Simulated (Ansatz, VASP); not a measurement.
**Ta3Cu in VASP and in Ansatz**

File INCAR:

```
PREC = Accurate
ENCUT = 520
EDIFF = 1E-6
ISMEAR = -1
SIGMA = 0.05
LREAL = False
LASPH = True
NELM = 60
ALGO = Fast
ISIF = 2
LWAVE = False
LCHARG = False
GGA = PE
NBANDS = 30
```

The input KPOINTS:

```
regular mesh
0
Gamma
  9 9 9
```

File POSCAR:

```
Ta3Cu
1.0
   -2.0329114359      2.0329114359      4.2635470084
    2.0329114359     -2.0329114359      4.2635470084
    2.0329114359      2.0329114359     -4.2635470084
Ta Cu
3 1
Direct
    0.5000000000      0.5000000000      0.0000000000
    0.2500000000      0.7500000000      0.5000000000
    0.7500000000      0.2500000000      0.5000000000
    0.0000000000      0.0000000000      0.0000000000
```

input.yaml

```yaml
crystal:
  lattice:
    - [-2.0329114359, 2.0329114359, 4.2635470084]
    - [2.0329114359, -2.0329114359, 4.2635470084]
    - [2.0329114359, 2.0329114359, -4.2635470084]
  atoms:
    - { symbol: Ta, position: [0.5, 0.5, 0.0] }
    - { symbol: Ta, position: [0.25, 0.75, 0.5] }
    - { symbol: Ta, position: [0.75, 0.25, 0.5] }
    - { symbol: Cu, position: [0.0, 0.0, 0.0] }
hamiltonian:
  xc: pbe
  pseudopotentials: { kind: paw }
kpoints:
  mp_grid: { grid: [9, 9, 9] }
scf:
  occupations: { method: fermi_dirac, width: 0.05 }
output:
  forces: true
  stress: true
  eigenvalues: true
  write_density: true
  write_potential: true
  elf: true
  volumetric_format: npy
```

Alike in both runs: task single point; functional PBE; k mesh 9 × 9 × 9; occupations fermi-dirac, width 0.05 eV; no spin polarisation.

```csv
,VASP,Ansatz
version,VASP 6.6.1,Ansatz 0.2.0
potentials or method,"VASP PAW PBE potentials, release 64 (Ta_pv, Cu)",Ansatz PAW
plane-wave cutoff (eV),520,420
valence electrons in the cell,44,58
```

|  | VASP | Ansatz | Ansatz less VASP |
| --- | --- | --- | --- |
| gap on the k mesh at the Fermi level (eV) | none | none | - |
| pressure (GPa) | -6.0 | -6.2 | -0.22 |
| traceless stress, the component that is largest in VASP (GPa) | -0.21 | -0.11 | +0.098 |

A gap of «none» marks a metal or a gap that the smearing closes. VASP's potentials hold 44 valence electrons a cell and Ansatz's 58, so a difference there can come from the potentials and not from the codes.

Spin-orbit coupling is off throughout.
